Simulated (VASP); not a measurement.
# Be16Se3S13 (P1) in VASP: notebook, part 2 of 2

VASP 6.6.1.

## (4) Relaxation of volume and atoms at fixed shape, PBEsol

The input, INCAR:

```
PREC = Accurate ; ENCUT = 500
EDIFF = 1E-7 ; ISMEAR = -1
SIGMA = 0.05 ; LREAL = Auto
LASPH = True ; NELM = 120
ALGO = Normal ; ISIF = 8
LWAVE = False ; LCHARG = False
GGA = PS ; IBRION = 2
NSW = 100 ; EDIFFG = -0.03
ISYM = -1 ; GGA_COMPAT = False
NELMIN = 4
```

The input, KPOINTS:

```
explicit points
1
Reciprocal
  0.25000000   0.25000000   0.25000000 1
```

The input, POSCAR:

```
Be16Se3S13
1.0
    9.7865070000      0.0000000000      0.0000000000
    0.0000000000      9.7865070000      0.0000000000
    0.0000000000      0.0000000000      9.7865070000
Be S Se
32 26 6
Direct
    0.9993630000      0.9977130000      0.0007720000
    0.0041620000      0.9987940000      0.5024700000
    0.9957760000      0.4994000000      0.9996950000
    0.0025060000      0.4983430000      0.4984500000
    0.4991010000      0.0010930000      0.9975190000
    0.4971440000      0.9970940000      0.5010390000
    0.4987300000      0.5017500000      0.9982840000
    0.5016200000      0.5010430000      0.5027650000
    0.2508610000      0.2474550000      0.9996940000
    0.2497930000      0.2474160000      0.4978160000
    0.2484490000      0.7512540000      0.0033420000
    0.2471760000      0.7488130000      0.4999090000
    0.7488260000      0.2504830000      0.0029840000
    0.7548060000      0.2469890000      0.4984410000
    0.7508000000      0.7535880000      0.0010210000
    0.7505150000      0.7501330000      0.5031640000
    0.2501770000      0.0013080000      0.2490850000
    0.2473570000      0.9994120000      0.7496250000
    0.2489840000      0.4999160000      0.2472790000
    0.2516780000      0.4996580000      0.7469640000
    0.7481330000      0.9971880000      0.2509810000
    0.7486950000      0.0032610000      0.7521720000
    0.7505680000      0.5004530000      0.2497990000
    0.7485290000      0.5022180000      0.7524110000
    0.0022280000      0.2511280000      0.2535200000
    0.9982610000      0.2503910000      0.7501640000
    0.0003750000      0.7472120000      0.2522380000
    0.9998700000      0.7511260000      0.7528250000
    0.4999320000      0.2488530000      0.2530500000
    0.4993010000      0.2459940000      0.7516100000
    0.5004910000      0.7511220000      0.2495630000
    0.4953220000      0.7484250000      0.7484910000
    0.1271290000      0.1231380000      0.1247600000
    0.1263690000      0.1236470000      0.6253210000
    0.1260420000      0.6274590000      0.1251720000
    0.1250750000      0.6247860000      0.6248860000
    0.6253930000      0.1253040000      0.6246730000
    0.6259620000      0.6210160000      0.1257570000
    0.3763640000      0.3740690000      0.1272960000
    0.3732370000      0.3743510000      0.6222170000
    0.3750400000      0.8759130000      0.6249900000
    0.8723200000      0.3728410000      0.1234190000
    0.8736640000      0.3765590000      0.6222430000
    0.3765720000      0.1224620000      0.3743210000
    0.3705330000      0.1225590000      0.8718980000
    0.3733170000      0.6232650000      0.3744590000
    0.3740170000      0.6230450000      0.8760570000
    0.8747250000      0.1268200000      0.3729260000
    0.8772480000      0.1254830000      0.8716800000
    0.8742390000      0.6233190000      0.3763370000
    0.8742910000      0.6263370000      0.8732320000
    0.1267980000      0.3733880000      0.3764360000
    0.1248000000      0.3747990000      0.8777880000
    0.1259230000      0.8729820000      0.3737650000
    0.1271410000      0.8746440000      0.8743070000
    0.6246480000      0.3758140000      0.3765380000
    0.6282480000      0.3765590000      0.8768940000
    0.6236920000      0.8759700000      0.3725400000
    0.6247120000      0.1229620000      0.1219610000
    0.6230990000      0.6265580000      0.6267720000
    0.3741720000      0.8739810000      0.1308190000
    0.8761730000      0.8735170000      0.1227190000
    0.8743110000      0.8768690000      0.6284660000
    0.6242350000      0.8773140000      0.8772160000
```

On the command line:

```bash
cat potpaw_PBE.64/Be/POTCAR potpaw_PBE.64/S/POTCAR potpaw_PBE.64/Se/POTCAR > POTCAR
mpirun -np 1 vasp_std > vasp.out
```

It took 37 min on 1 thread of Intel Xeon Platinum 8488C (Sapphire Rapids), shared host; peak memory 0.9 GiB.

Results (log left out):

| Item | Value |
| --- | --- |
| Free energy | -330.8434 eV |
| Relaxed volume | 14.66 Å³/atom |
| Relaxed cell | a = 9.791 Å, b = 9.791 Å, c = 9.791 Å, α = 90.00°, β = 90.00°, γ = 90.00° |
| Space group after relaxing (to 0.1 Å) | P1 (No. 1) |
| Energy gained by relaxing | 17.7 meV/atom |
| Ionic steps | 10 |
| Pressure after relaxing | 0.0 GPa |
| Largest force after relaxing | 0.028 eV/Å |
| Band gap on the k mesh | 3.47 eV |

Forces in eV/Å, atoms in the order of the input:
```
Be   0.000 -0.004  0.008
Be  -0.009  0.004 -0.008
Be   0.007  0.004 -0.002
Be  -0.004  0.007  0.004
Be   0.026 -0.001 -0.010
Be   0.000  0.013 -0.004
Be  -0.005  0.003  0.005
Be  -0.008  0.002  0.001
Be   0.000 -0.016  0.013
Be  -0.013  0.017 -0.003
Be   0.007 -0.001 -0.017
Be  -0.004  0.008  0.011
Be  -0.002 -0.013 -0.004
Be  -0.012  0.007  0.003
Be   0.007 -0.002 -0.008
Be  -0.002 -0.012 -0.020
Be  -0.001  0.008 -0.006
Be   0.016 -0.004  0.020
Be  -0.007 -0.004  0.018
Be   0.001  0.010  0.001
Be  -0.004  0.006  0.011
Be  -0.002 -0.022  0.005
Be  -0.003  0.003  0.001
Be   0.015 -0.008  0.003
Be   0.005 -0.008  0.003
Be  -0.008 -0.007  0.003
Be   0.004  0.008  0.003
Be  -0.001 -0.007 -0.005
Be  -0.017 -0.001 -0.006
Be  -0.004  0.004  0.008
Be  -0.008  0.010 -0.008
Be   0.020 -0.002 -0.001
S   -0.007  0.005  0.001
S    0.002 -0.003  0.001
S    0.010  0.004 -0.003
S   -0.004 -0.002 -0.002
S    0.000  0.005  0.009
S    0.001 -0.003  0.001
S   -0.007  0.006  0.006
S   -0.001 -0.004 -0.002
S    0.007 -0.003  0.001
S    0.001 -0.006  0.002
S    0.004 -0.001  0.000
S   -0.008  0.008 -0.005
S    0.011  0.004  0.012
S    0.000  0.008  0.001
S    0.008  0.007 -0.006
S   -0.005  0.009  0.009
S    0.000 -0.012 -0.001
S    0.004 -0.002  0.002
S    0.000 -0.004  0.000
S   -0.011  0.006  0.004
S    0.008 -0.007 -0.005
S    0.013  0.006  0.001
S   -0.011  0.000 -0.004
S   -0.012 -0.001 -0.011
S    0.001  0.001 -0.004
S   -0.010  0.004 -0.007
Se  -0.002 -0.002 -0.001
Se   0.009 -0.011 -0.005
Se  -0.002  0.004  0.007
Se  -0.008  0.001 -0.018
Se  -0.001 -0.016 -0.006
Se   0.013 -0.005  0.005
```

Stress tensor (GPa, compression positive):
```
 0.00 -0.63 -0.63
-0.63  0.01 -0.63
-0.63 -0.63  0.02
```

Step by step:
| step | energy change (eV) | largest force (eV/Å) | pressure (GPa) | volume (Å³) |
| --- | --- | --- | --- | --- |
| 1 | 0.0000 | 1.5820 | 0.52 | 937.31 |
| 2 | -0.8499 | 0.4894 | -0.42 | 943.78 |
| 3 | -0.9231 | 0.6457 | -0.71 | 946.40 |
| 4 | -1.0631 | 0.2574 | 0.10 | 937.80 |
| 5 | -1.0804 | 0.2162 | 0.53 | 933.49 |
| 6 | -1.1206 | 0.1161 | 0.00 | 938.57 |
| 7 | -1.1233 | 0.1461 | -0.16 | 940.24 |
| 8 | -1.1320 | 0.0548 | -0.01 | 938.67 |
| 9 | -1.1325 | 0.0498 | 0.04 | 938.21 |
| 10 | -1.1344 | 0.0278 | 0.01 | 938.53 |

Final structure:
```xyz
64
Lattice="9.7908 0.0000 0.0000 0.0000 9.7908 0.0000 0.0000 0.0000 9.7908" Properties=species:S:1:pos:R:3 pbc="T T T"
Be    0.0492    0.0474    9.7449
Be    0.0605    0.0507    4.8567
Be    0.0083    4.8733    0.0124
Be    0.0047    4.8778    4.9011
Be    4.8204    0.0566    9.7534
Be    4.8832    9.7853    4.9065
Be    4.8867    4.8792    0.0018
Be    4.8377    4.8269    4.8540
Be    2.4412    2.4626    9.7871
Be    2.4418    2.4476    4.9055
Be    2.3853    7.2800    9.7603
Be    2.4440    7.3309    4.8949
Be    7.3958    2.5064    9.7579
Be    7.3461    2.4551    4.8964
Be    7.3386    7.2383    0.0053
Be    7.3504    7.3309    4.8186
Be    2.3972    0.0433    2.4987
Be    2.4307    0.0035    7.3221
Be    2.4409    4.8829    2.4387
Be    2.4401    4.8687    7.3367
Be    7.3451    0.0006    2.5407
Be    7.3462    0.1072    7.3352
Be    7.3488    4.8693    2.4494
Be    7.3859    4.8400    7.3779
Be    9.7883    2.4596    2.4413
Be    0.0189    2.4578    7.3286
Be    0.0612    7.2792    2.4968
Be    0.0455    7.2894    7.3856
Be    4.8402    2.4994    2.5003
Be    4.8865    2.4566    7.3314
Be    4.9348    7.2815    2.4946
Be    4.7714    7.3321    7.3318
S     1.2278    1.2535    1.2273
S     1.2365    1.2437    6.1183
S     1.2224    6.0818    1.2315
S     1.2378    6.0979    6.1231
S     6.1061    1.2547    6.1057
S     6.1196    6.0706    1.2422
S     3.6581    3.6799    1.2273
S     3.6546    3.6561    6.1211
S     3.6351    8.5775    6.1058
S     8.5850    3.6826    1.2310
S     8.5840    3.6593    6.1207
S     3.6578    1.2366    3.7030
S     3.6359    1.2559    8.5363
S     3.6563    6.0935    3.6744
S     3.6363    6.0839    8.5729
S     8.5871    1.2521    3.6858
S     8.5990    1.2725    8.5572
S     8.5849    6.0847    3.6680
S     8.5941    6.0747    8.5830
S     1.2282    3.6680    3.6743
S     1.2241    3.6716    8.5691
S     1.2379    8.5630    3.6901
S     1.2385    8.5654    8.5577
S     6.1208    3.6684    3.6788
S     6.1196    3.6699    8.5684
S     6.1083    8.5624    3.6926
Se    6.1180    1.2625    1.2410
Se    6.0999    6.0911    6.1131
Se    3.6420    8.5477    1.2449
Se    8.5968    8.5517    1.2404
Se    8.5963    8.5823    6.1153
Se    6.1001    8.5688    8.5548
```

Levels at points of the mesh, in eV from the valence-band top:
| k point | band 124 | band 125 | band 126 | band 127 | band 128 | band 129 | band 130 | band 131 | band 132 | band 133 |
| --- | --- | --- | --- | --- | --- | --- | --- | --- | --- | --- |
| (0.25, 0.25, 0.25) | -0.55 | -0.47 | -0.37 | -0.07 | 0.00 | 3.47 | 3.53 | 3.60 | 4.27 | 4.28 |

Caveat: the PAW data sets were made with another functional, which shifts forces and pressure a little; a shifted mesh leaves out Γ, where band edges can lie.

## (5) The runs side by side

| task | cell | cutoff (eV) | gap on the mesh (eV) | pressure (GPa) | largest force (eV/Å) |
| --- | --- | --- | --- | --- | --- |
| single point | a = 9.785 Å, 64 atoms, atomic positions A | 520 | 3.41 | 0.2 | 0.06 |
| single point | a = 9.785 Å, 64 atoms, atomic positions A | 500 | 3.48 | 0.2 | 0.03 |
| relaxation of volume and atoms at fixed shape | relaxed from a = 9.787 Å, 64 atoms, atomic positions B | 500 | 3.47 | 0.0 | 0.03 |

Alike in all rows: level PBEsol; potentials or basis VASP PAW PBE potentials, release 64 (Be, S, Se); no spin polarisation; k mesh 1 × 1 × 1, shifted; smearing fermi-dirac 0.05 eV.

Caveats: the PAW data sets were made with another functional, which shifts forces and pressure a little; a shifted mesh leaves out Γ, where band edges can lie.

Absolute energies hang on the potentials; compare differences alone.
